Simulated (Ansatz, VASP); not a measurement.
Cu: VASP beside Ansatz

```
Cu
1.0
     2.42532    0.00000    0.00000
    -1.21266    2.10039    0.00000
     0.00000    0.00000    2.34978
Cu
1
Direct
  0.00000 0.00000 0.00000
```

Change from the starting cell: volume scaled by 0.92, LAPW.

Alike in both runs: task single point; functional PBE; k mesh 17 × 17 × 16; occupations fermi-dirac, width 0.05 eV; no spin polarisation.

|  | VASP | Ansatz |
| --- | --- | --- |
| version | VASP 6.6.1 | Ansatz 0.2.0 |
| potentials or method | VASP PAW PBE potentials, release 64 (Cu), cutoff 520 eV | all-electron LAPW, scalar-relativistic |

Ansatz gave:

* pressure (GPa): 12.1
* traceless stress, the component that is largest in VASP (GPa): 0.07

Which values does VASP return?

Pressure (GPa): 12.4; traceless stress, the component that is largest in VASP (GPa): -0.21.

Ansatz ran all-electron here, and VASP with PAW potentials.
